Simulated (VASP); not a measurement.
# AlN (P1) in VASP: further runs

The runs below take AlN through single point, with LDA.

All numbers are computed with VASP 6.6.1; they aren't measurements. Logs are shortened: lines on timing, memory, paths and dates and some standing lists are left out, and cuts for length are marked.

## Step 1: The cell of the first run

The typed cell holds 8 atoms: a = 3.089 Å, b = 3.089 Å, c = 10.268 Å, α = 82.80°, β = 86.41°, γ = 60.00°.

## Step 2: Single point, LDA (the part above a cut slid along it)

INCAR

```
SYSTEM = AlN
ALGO     = Normal         ! electronic algorithm
EDIFF    = 1E-7           ! SCF threshold, eV
ENCUT    = 520            ! plane-wave cutoff, eV
ISIF     = 2              ! what is computed and relaxed
ISMEAR   = 0              ! smearing method
LASPH    = .TRUE.         ! aspherical terms in the spheres
LCHARG   = .FALSE.        ! write CHGCAR
LREAL    = .FALSE.        ! projectors in reciprocal space
LWAVE    = .FALSE.        ! write WAVECAR
NBANDS   = 26             ! bands
NELM     = 100            ! most SCF steps
PREC     = Accurate       ! precision mode
SIGMA    = 0.05           ! smearing width, eV
```

KPOINTS

```
k-points
0
G
  8 8 3
  0 0 0
```

POSCAR

```
AlN
1.0
   -3.0886152975      0.0000000000      0.0000000000
   -1.5443076488     -2.6748193102      0.0000000000
   -0.6434615203     -1.1145080459     10.1871685333
Al N
4 4
Direct
    0.3333333333     -0.0324473957      0.8778737497
    0.3333333333      0.1697507687      0.3925981551
    0.6666666667      0.6041831842      0.1499603578
    0.6666666667      0.4019850198      0.6352359524
    0.3333333333      0.2947177336      0.0926774394
    0.3333333333      0.0925195692      0.5779530340
    0.6666666667      0.5269519847      0.3353152367
    0.6666666667      0.3247538203      0.8205908312
```

Potentials or basis: VASP PAW LDA potentials, release 64 (Al, N).

Launch:

```sh
cat potpaw_LDA.64/Al/POTCAR potpaw_LDA.64/N/POTCAR > POTCAR
mpirun -np 1 vasp_std > vasp.out
```

OUTCAR:

```text
SYSTEM = AlN
   EDIFF = 1E-7
   ENCUT = 520
   ISIF = 2
   ISMEAR = 0
   LASPH = .TRUE.
   LREAL = .FALSE.
   NELM = 100
   PREC = Accurate

 ion  position               nearest neighbor table
   1  0.333  0.968  0.878-   8 1.88   8 1.88   8 1.88   5 2.54   3 2.92   4 3.05   4 3.05   4 3.05

   2  0.333  0.170  0.393-   7 1.88   7 1.88   7 1.88   6 1.89   3 3.05   4 3.05   3 3.05   4 3.05
                             4 3.05   3 3.05
   3  0.667  0.604  0.150-   5 1.88   5 1.88   5 1.88   7 1.89   1 2.92   2 3.05   2 3.05   2 3.05

   4  0.667  0.402  0.635-   6 1.88   6 1.88   6 1.88   8 1.89   1 3.05   2 3.05   1 3.05   2 3.05
                             2 3.05   1 3.05
   5  0.333  0.295  0.093-   3 1.88   3 1.88   3 1.88   1 2.54
   6  0.333  0.093  0.578-   4 1.88   4 1.88   4 1.88   2 1.89
   7  0.667  0.527  0.335-   2 1.88   2 1.88   2 1.88   3 1.89
   8  0.667  0.325  0.821-   1 1.88   1 1.88   1 1.88   4 1.89

  LATTYP: Found a base centered monoclinic cell.
 ALAT       =     3.0886152976
 B/A-ratio  =     1.7320508075
 C/A-ratio  =     3.3245104694
 COS(beta)  =    -0.1253317355

  Lattice vectors:

 A1 = (   3.0886152975,   0.0000000000,   0.0000000000)
 A2 = (  -1.5443076487,   2.6748193102,   0.0000000000)
 A3 = (  -0.6434615203,  -1.1145080459,  10.1871685333)

Analysis of symmetry for initial positions (statically):
=====================================================================
 Subroutine PRICEL returns:
 Original cell was already a primitive cell.

 Routine SETGRP: Setting up the symmetry group for a
 base centered monoclinic supercell.

 Subroutine GETGRP returns: Found  1 space group operations
 (whereof  1 operations were pure point group operations)
 out of a pool of  4 trial point group operations.

The static configuration has the point symmetry C_1 .

Analysis of symmetry for dynamics (positions and initial velocities):
=====================================================================
 Subroutine PRICEL returns:
 Original cell was already a primitive cell.

 Routine SETGRP: Setting up the symmetry group for a
 base centered monoclinic supercell.

 Subroutine GETGRP returns: Found  1 space group operations
 (whereof  1 operations were pure point group operations)
 out of a pool of  4 trial point group operations.

The dynamic configuration has the point symmetry C_1 .

 Subroutine INISYM returns: Found  1 space group operations
 (whereof  1 operations are pure point group operations),
 and found     1 'primitive' translations

----------------------------------------------------------------------------------------

                                     Primitive cell

  volume of cell :      84.1612

  direct lattice vectors                    reciprocal lattice vectors
    -3.088615298  0.000000000  0.000000000    -0.323769684  0.186928514  0.000000000
    -1.544307649 -2.674819310  0.000000000     0.000000000 -0.373857029 -0.040901126
    -0.643461520 -1.114508046 10.187168533     0.000000000  0.000000000  0.098162703

  length of vectors
     3.088615298  3.088615298 10.268133893     0.373857029  0.376087729  0.098162703

  position of ions in fractional coordinates (direct lattice)
     0.333333333  0.967552604  0.877873750
     0.333333333  0.169750769  0.392598155
     0.666666667  0.604183184  0.149960358
     0.666666667  0.401985020  0.635235952
     0.333333333  0.294717734  0.092677439
     0.333333333  0.092519569  0.577953034
     0.666666667  0.526951985  0.335315237
     0.666666667  0.324753820  0.820590831

  ion indices of the primitive-cell ions
   primitive index   ion index
                 1           1
                 2           2
                 3           3
                 4           4
                 5           5
                 6           6
                 7           7
                 8           8

----------------------------------------------------------------------------------------

 KPOINTS: k-points

Automatic generation of k-mesh.
 Grid dimensions read from file:
 generate k-points for:    8    8    3

 Generating k-lattice:

  Cartesian coordinates                     Fractional coordinates (reciprocal lattice)
    -0.040471211  0.023366064  0.000000000     0.125000000  0.000000000  0.000000000
     0.000000000 -0.046732129 -0.005112641     0.000000000  0.125000000  0.000000000
     0.000000000  0.000000000  0.032720901     0.000000000  0.000000000  0.333333333

  Length of vectors
     0.046732129  0.047010966  0.032720901

  Shift w.r.t. Gamma in fractional coordinates (k-lattice)
     0.000000000  0.000000000  0.000000000

 Subroutine IBZKPT returns following result:
 ===========================================

 Found     98 irreducible k-points:

 Following reciprocal coordinates:
            Coordinates               Weight
  0.000000  0.000000  0.000000      1.000000
  0.125000  0.000000 -0.000000      2.000000
  0.250000  0.000000 -0.000000      2.000000
  0.375000  0.000000 -0.000000      2.000000
  0.500000  0.000000 -0.000000      1.000000
  0.000000  0.125000  0.000000      2.000000
[... 16 lines left out ...]
 -0.375000 -0.375000  0.000000      2.000000
  0.125000  0.375000  0.000000      2.000000
 [... further k-points ...]
   k-points           NKPTS =     98   k-points in BZ     NKDIM =     98   number of bands    NBANDS=     26
   number of dos      NEDOS =    301   number of ions     NIONS =      8
   total plane-waves  NPLWV =  46080
   dimension x,y,z NGX =    24 NGY =   24 NGZ =   80
   dimension x,y,z NGXF=    48 NGYF=   48 NGZF=  160
   ions per type =               4   4
   NGX,Y,Z   is equivalent  to a cutoff of  12.92, 12.92, 12.95 a.u.
   NGXF,Y,Z  is equivalent  to a cutoff of  25.84, 25.84, 25.90 a.u.
 SYSTEM =  AlN
   PREC   = accura    normal or accurate (medium, high low for compatibility)
   ISTART =      0    job   : 0-new  1-cont  2-samecut
   ICHARG =      2    charge: 1-file 2-atom 10-const
   ISPIN  =      1    spin polarized calculation?
   LNONCOLLINEAR =      F non collinear calculations
   LSORBIT =      F    spin-orbit coupling
   LASPH  =      T    aspherical Exc in radial PAW
   ENCUT  =  520.0 eV  38.22 Ry    6.18 a.u.   5.74  5.74 19.09*2*pi/ulx,y,z
   NELM   =    100;   NELMIN=  2; NELMDL= -5     # of ELM steps
   EDIFF  = 0.1E-06   stopping-criterion for ELM
   LREAL  =      F    real-space projection
   EDIFFG = 0.1E-05   stopping-criterion for IOM
   NSW    =      0    number of steps for IOM
   IBRION =     -1    ionic relax: 0-MD 1-quasi-New 2-CG
   NFREE  =      0    steps in history (QN), initial steepest desc. (CG)
   ISIF   =      2    stress and relaxation
   ISYM   =      2    0-nonsym 1-usesym 2-fastsym
   POTIM  = 0.5000    time-step for ionic-motion
   TEBEG  =    0.0;   TEEND  =   0.0 temperature during run
   PSTRESS=    0.0 pullay stress
   NELECT =      32.0000    total number of electrons
   NUPDOWN=      -1.0000    fix difference up-down
   EMIN   =  10.00;   EMAX   =-10.00  energy-range for DOS
   EFERMI =   0.00;   METHOD = LEGACY
   ISMEAR =     0;   SIGMA  =   0.05  broadening in eV -4-tet -1-fermi 0-gaus
   EFERMI_NEDOS =   21; number of points for ismear=-14 and -15
   IALGO  =     38    algorithm
   IMIX   =      4    mixing-type and parameters
     AMIX     =   0.40;   BMIX     =  1.00
     AMIX_MAG =   1.60;   BMIX_MAG =  1.00
  volume/ion in A,a.u.               =      10.52        70.99
  Fermi-wavevector in a.u.,A,eV,Ry     =   1.186008  2.241230 19.138154  1.406615
  Thomas-Fermi vector in A             =   2.322190
   LORBIT       =      0    0 simple, 1 ext, 2 COOP (PROOUT), +10 PAW based schemes
   GGA     = CA    functional components
   LHFCALC =     F    Hartree Fock is set to
   AEXX    =    0.0000 exact exchange contribution
   IVDW    =     0    specifies the selected vdW correction
   LEPSILON=     F    determine dielectric tensor
   LRPA    =     F    only Hartree local field effects (RPA)
 non-spin polarized calculation
 Gauss-broadening in eV      SIGMA  =   0.05
  energy-cutoff  :      520.00
  volume of cell :       84.16
 maximum number of plane-waves:      2279
   NGX = 11   NGY = 11   NGZ = 37

 number of electron      32.0000002 magnetization

 Free energy of the ion-electron system (eV)
  ---------------------------------------------------
  ext. energy  EPLUGINS =         0.00000000
  ---------------------------------------------------
  free energy    TOTEN  =       -64.26253369 eV

  energy without entropy =      -64.26253369  energy(sigma->0) =      -64.26253369

 E-fermi :   6.4428     XC(G=0): -11.2259

 val. band max:        6.1793970819   @ k =   0.0000   0.0000   0.0000
 cond. band min:       9.2149543140   @ k =   0.0000   0.5000   0.3333
 fundamental gap:      3.0355572321
 Fermi energy:         6.4427592302

 k-point     1 :       0.0000    0.0000    0.0000
  band No.  band energies     occupation
      1      -9.3978      2.00000
      2      -8.5566      2.00000
      3      -8.0262      2.00000
      4      -6.8335      2.00000
      5      -0.2759      2.00000
      6       2.1982      2.00000
[... 18 lines left out ...]
     25      16.8356      0.00000
     26      17.1191      0.00000

 k-point     2 :       0.1250    0.0000   -0.0000
  band No.  band energies     occupation
      1      -9.1969      2.00000
      2      -8.3755      2.00000
      3      -7.8500      2.00000
      4      -6.6974      2.00000
      5      -0.0386      2.00000
      6       2.1816      2.00000
[... 18 lines left out ...]
     25      16.8128      0.00000
     26      17.0798      0.00000

 k-point     3 :       0.2500    0.0000   -0.0000
  band No.  band energies     occupation
      1      -8.6400      2.00000
      2      -7.8865      2.00000
      3      -7.3808      2.00000
      4      -6.3517      2.00000
      5       0.6256      2.00000
      6       1.5718      2.00000
[... 18 lines left out ...]
     25      16.4261      0.00000
     26      17.0340      0.00000

 k-point     4 :       0.3750    0.0000   -0.0000
  band No.  band energies     occupation
      1      -7.9078      2.00000
      2      -7.2961      2.00000
      3      -6.8415      2.00000
      4      -5.9909      2.00000
      5       0.3152      2.00000
      6       0.6644      2.00000
[... 18 lines left out ...]
     25      16.4843      0.00000
     26      17.1972      0.00000

 k-point     5 :       0.5000    0.0000   -0.0000
  band No.  band energies     occupation
      1      -7.4886      2.00000
      2      -7.0178      2.00000
      3      -6.6122      2.00000
      4      -5.8427      2.00000
      5      -0.2429      2.00000
      6       0.1459      2.00000
[... 18 lines left out ...]
     25      16.2657      0.00000
     26      17.0693      0.00000

 k-point     6 :       0.0000    0.1250    0.0000
  band No.  band energies     occupation
      1      -9.1960      2.00000
      2      -8.3812      2.00000
      3      -7.8418      2.00000
      4      -6.6971      2.00000
      5      -0.0326      2.00000
      6       2.1270      2.00000
[... 427 lines left out ...]
 k-point    21 :      -0.3750    0.2500    0.0000
  band No.  band energies     occupation
      1      -7.2417      2.00000
      2      -6.8510      2.00000
      3      -6.4625      2.00000
      4      -5.6800      2.00000
      5       0.3901      2.00000
      6       0.7472      2.00000
[... 18 lines left out ...]
     25      16.3078      0.00000
     26      17.1797      0.00000

 k-point    22 :       0.0000    0.3750    0.0000
  band No.  band energies     occupation
      1      -7.9072      2.00000
      2      -7.3056      2.00000
      3      -6.8296      2.00000
      4      -5.9492      2.00000
      5       0.2079      2.00000
      6       0.7140      2.00000
[... 18 lines left out ...]
     25      16.6305      0.00000
     26      17.3095      0.00000

 k-point    23 :      -0.3750   -0.3750    0.0000
  band No.  band energies     occupation
      1      -7.9001      2.00000
      2      -7.3231      2.00000
      3      -6.8071      2.00000
      4      -5.9706      2.00000
      5       0.1951      2.00000
      6       0.6264      2.00000
[... 18 lines left out ...]
     25      16.5518      0.00000
     26      17.1394      0.00000

 k-point    24 :       0.1250    0.3750    0.0000
  band No.  band energies     occupation
      1      -8.1559      2.00000
      2      -7.5093      2.00000
      3      -6.9801      2.00000
      4      -6.0705      2.00000
      5       0.8356      2.00000
      6       1.0595      2.00000
[... 18 lines left out ...]
     25      16.0888      0.00000
     26      16.8155      0.00000

 [... further k-points ...]
[... 5 lines left out ...]
  --------------------------------------------------------------------------------------
  -------------------------------------------------------------------------------------
  Total       -0.7952241     -2.8155423     -1.4523545     -1.2957765      0.8419394      1.5652108
  in kB      -15.1386913    -53.5995166    -27.6484927    -24.6677145     16.0280111     29.7969403
  external PRESSURE =     -32.1289002 kB  Pullay stress =       0.0000000 kB

 VOLUME and BASIS-vectors are now :
 -----------------------------------------------------------------------------
  energy-cutoff  :      520.00
  volume of cell :       84.16
      direct lattice vectors                 reciprocal lattice vectors
    -3.088615298  0.000000000  0.000000000    -0.323769684  0.186928514  0.000000000
    -1.544307649 -2.674819310  0.000000000     0.000000000 -0.373857029 -0.040901126
    -0.643461520 -1.114508046 10.187168533     0.000000000  0.000000000  0.098162703

 POSITION                                       TOTAL-FORCE (eV/Angst)
 -----------------------------------------------------------------------------------
     -3.08862     -3.56643      8.94305        -0.071778     -0.546036      0.995448
     -1.54431     -0.89161      3.99946         0.003088      0.007061     -0.463539
     -3.08862     -1.78321      1.52767        -0.170176      0.139035     -0.241042
     -3.08862     -1.78321      6.47126        -0.052276      0.010807     -0.479045
     -1.54431     -0.89161      0.94412         0.616367      0.271298     -0.887852
     -1.54431     -0.89161      5.88770        -0.015444      0.010039      0.411777
     -3.08862     -1.78321      3.41591         0.050668     -0.002298      0.463488
     -3.08862     -1.78321      8.35950        -0.360449      0.110094      0.200765
 -----------------------------------------------------------------------------------
    total drift:                               -0.000401     -0.000735      0.000235

  FREE ENERGIE OF THE ION-ELECTRON SYSTEM (eV)
  ---------------------------------------------------
  free  energy   TOTEN  =       -64.2625336892 eV

  energy  without entropy=      -64.2625336892  energy(sigma->0) =      -64.26253369
```

It took 71 s on 1 thread of Intel Xeon 6975P-C (Granite Rapids), shared host; peak memory 0.27 GiB.

What came out:

```yaml
Free_energy: -64.2625 eV
Pressure: -3.2 GPa
Largest_force: 1.138 eV/Å
Band_gap_on_the_k_mesh: 3.04 eV (least direct gap 3.26 eV)
```

Forces on the atoms (eV/Å):
```
Al  -0.072 -0.546  0.995
Al   0.003  0.007 -0.464
Al  -0.170  0.139 -0.241
Al  -0.052  0.011 -0.479
N    0.616  0.271 -0.888
N   -0.015  0.010  0.412
N    0.051 -0.002  0.463
N   -0.360  0.110  0.201
```

Caveat: the cell differs from its parent crystal (the part above a cut slid along it); the cell stands under tension; forces of over 1 eV/Å act on the atoms, so gaps and moduli don't describe the material at rest. A k mesh can miss the band edges.

(Part 1 of 2 ends here.)
